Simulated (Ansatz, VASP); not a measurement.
Ag in VASP and in Ansatz

The input POSCAR:

```
Ag
1.0
   -1.6119378209      1.6119378209      1.6119378209
    1.6119378209     -1.6119378209      1.6119378209
    1.6119378209      1.6119378209     -1.6119378209
Ag
1
Direct
    0.0000000000      0.0000000000      0.0000000000
```

File INCAR.step1:

```
  PREC = Accurate
  ENCUT = 520
  ISMEAR = -1
  SIGMA = 0.1
  LREAL = False
  LASPH = True
  NELM = 100
  NBANDS = 12
  GGA = PE
  ALGO = Normal
  EDIFF = 1E-4
  LWAVE = True
  LCHARG = False
```

INCAR.step2

```
  PREC = Accurate
  ENCUT = 520
  EDIFF = 1E-6
  ISMEAR = -1
  SIGMA = 0.1
  LREAL = False
  LASPH = True
  NELM = 100
  ALGO = Normal
  ISIF = 2
  LWAVE = False
  LCHARG = True
  METAGGA = R2SCAN
  LMIXTAU = True
  LELF = True
  LVHAR = True
  NBANDS = 12
  ISTART = 1
```

Contents of KPOINTS:

```
Automatic mesh
0
Gamma
  15 15 15
```

Input for Ansatz:

```yaml
crystal:
  lattice:
    - [-1.6119378209, 1.6119378209, 1.6119378209]
    - [1.6119378209, -1.6119378209, 1.6119378209]
    - [1.6119378209, 1.6119378209, -1.6119378209]
  atoms:
    - { symbol: Ag, position: [0.0, 0.0, 0.0] }
hamiltonian:
  xc: r2scan
  pseudopotentials:
    kind: paw
    azcp:
      Ag: "pseudopotentials/Ag.paw.azcp"
basis:
  ecutwfc: 500
  fft_grid_basis: typed
kpoints:
  mp_grid: { grid: [15, 15, 15], shift: [0, 0, 0] }
magnetization:
  spin_polarized: false
scf:
  occupations: { method: fermi_dirac, width: 0.1 }
  lower_state_search: "off"
output:
  stress: true
```

Alike in both runs: task single point; functional r2SCAN; k mesh 15 × 15 × 15; occupations fermi-dirac, width 0.1 eV; no spin polarisation.

|  | VASP | Ansatz |
| --- | --- | --- |
| version | VASP 6.6.1 | Ansatz 0.2.0 |
| potentials or method | VASP PAW PBE potentials, release 64 (Ag), cutoff 520 eV | plane waves (500 eV) with PAW, scalar-relativistic |
| valence electrons in the cell | 11 | 19 |

VASP gave:

* pressure (GPa): 4.5

Estimate Ansatz's values.

pressure (GPa): 4.3.

VASP's potentials were made for PBE, not for r2SCAN. VASP's potentials hold 11 valence electrons a cell and Ansatz's 19, so a difference there can come from the potentials and not from the codes.
